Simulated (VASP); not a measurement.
Write the native input for VASP 6.6.1 that does the following.

| Quantity | Value |
| --- | --- |
| Task | single point |
| Functional | PBE |
| Potentials or basis | VASP PAW PBE potentials, release 64 (Zn, Cu) |
| Cutoff | 520 eV |
| k mesh | 8 × 8 × 8 |
| Occupations | fermi-dirac, width 0.05 eV |
| Spin | no spin polarisation |
| Dipole correction | no |
| Further INCAR settings | ALGO = Normal; EDIFF = 1e-06; NBANDS = 18 |

The structure of ZnCu lies in POSCAR:

```
ZnCu
1.0
    2.9450000000      0.0000000000      0.0000000000
    0.0000000000      2.9450000000      0.0000000000
    0.0000000000      0.0000000000      2.9450000000
Zn Cu
1 1
Direct
    0.5000000000      0.5000000000      0.5000000000
    0.8333334465      0.0000000000      0.0000000000
```

One way to write it, as run:

INCAR

```
ALGO = Normal
EDIFF = 1E-6
ENCUT = 520
GGA = PE
ISIF = 2
ISMEAR = -1
LASPH = T
LCHARG = T
LELF = T
LREAL = F
LVHAR = T
LWAVE = F
NBANDS = 18
NELM = 100
PREC = Accurate
SIGMA = 0.05
```

KPOINTS

```
k-points
0
Gamma
  8 8 8
```

Potentials or basis: VASP PAW PBE potentials, release 64 (Zn, Cu).

Launch:

```sh
$ cat potpaw_PBE.64/Zn/POTCAR potpaw_PBE.64/Cu/POTCAR > POTCAR
$ mpirun -np 1 vasp_std > vasp.out
```

Results of the run:

| Quantity | Value |
| --- | --- |
| Pressure | 15.7 GPa |
| Largest force | 2.220 eV/Å |
| Band gap on the k mesh | zero (an odd number of electrons rules out a gap without spin polarisation) |

Caveat: the stress differs along the axes, from 6 to 21 GPa; forces of over 1 eV/Å act on the atoms, so gaps and moduli don't describe the material at rest.

Run time: 44 s on 1 thread of Intel Xeon 8259CL, on a shared host, peak memory 0.16 GiB.
